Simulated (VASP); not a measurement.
MoN2: single point with PBEsol

MoN2:

```xyz
6
Lattice="4.2866 0.0161 0.0000 0.0161 4.2866 0.0000 0.0000 0.0000 2.7284" Properties=species:S:1:pos:R:3 pbc="T T T"
Mo    2.1514    2.1514    0.0000
Mo    0.0000    0.0000    0.0000
N     3.8097    1.6745    1.3642
N     0.4930    2.6283    1.3642
N     1.6620    0.4893    1.3642
N     2.6407    3.8134    1.3642
```

This cell differs from its parent crystal: strain +0.0075 x Voigt [0, 0, 0, 0, 0, 1].

```
Program                : VASP 6.6.1
Task                   : single point
Functional             : PBEsol
Potentials or basis    : VASP PAW PBE potentials, release 64 (Mo_sv, N)
Cutoff                 : 520 eV
k mesh                 : 12 × 12 × 18
Occupations            : gaussian, width 0.15 eV
Spin                   : no spin polarisation
Dipole correction      : no
Further INCAR settings : ALGO = Fast; EDIFF = 1e-06; NBANDS = 33
```

```
Pressure               : 0.8 GPa
Largest force          : 0.222 eV/Å
Band gap on the k mesh : zero (bands 24 and 25 overlap by 2.29 eV)
```

Forces on the atoms (eV/Å):
```
Mo   0.000  0.000  0.000
Mo   0.000  0.000  0.000
N   -0.042 -0.042  0.000
N    0.042  0.042  0.000
N   -0.157  0.157  0.000
N    0.157 -0.157  0.000
```

Stress tensor (GPa, compression positive):
```
 1.40 -2.29  0.00
-2.29  1.40  0.00
 0.00  0.00 -0.34
```

Levels at points of the mesh, in eV from the Fermi level:
| k point | band 21 | band 22 | band 23 | band 24 | band 25 | band 26 | band 27 | band 28 |
| --- | --- | --- | --- | --- | --- | --- | --- | --- |
| (0.00, 0.00, 0.00) | -3.26 | -3.17 | -2.41 | -1.87 | 0.58 | 0.63 | 1.09 | 1.84 |
| (0.50, 0.00, 0.00) | -2.19 | -2.12 | -1.27 | -1.23 | -0.48 | -0.40 | 2.27 | 2.32 |
| (0.50, 0.50, 0.00) | -0.97 | -0.87 | 0.44 | 0.49 | 0.51 | 0.66 | 1.02 | 1.05 |
| (0.00, 0.00, 0.50) | -2.14 | -2.11 | 0.77 | 1.06 | 2.23 | 2.34 | 2.59 | 2.64 |
| (0.50, 0.00, 0.50) | -2.60 | -2.57 | -1.14 | -1.14 | 2.62 | 2.65 | 3.24 | 3.30 |
| (0.50, 0.50, 0.50) | -5.39 | -5.37 | -1.50 | -1.39 | 2.52 | 2.63 | 3.55 | 3.68 |

Run time: 19 min on 1 thread of Oxide Virtual Turin-like Processor (shared host), peak memory 0.56 GiB.

Caveat: the cell differs from its parent crystal (strain +0.0075 x Voigt [0, 0, 0, 0, 0, 1]); the PAW data sets were made with another functional, which shifts forces and pressure a little.
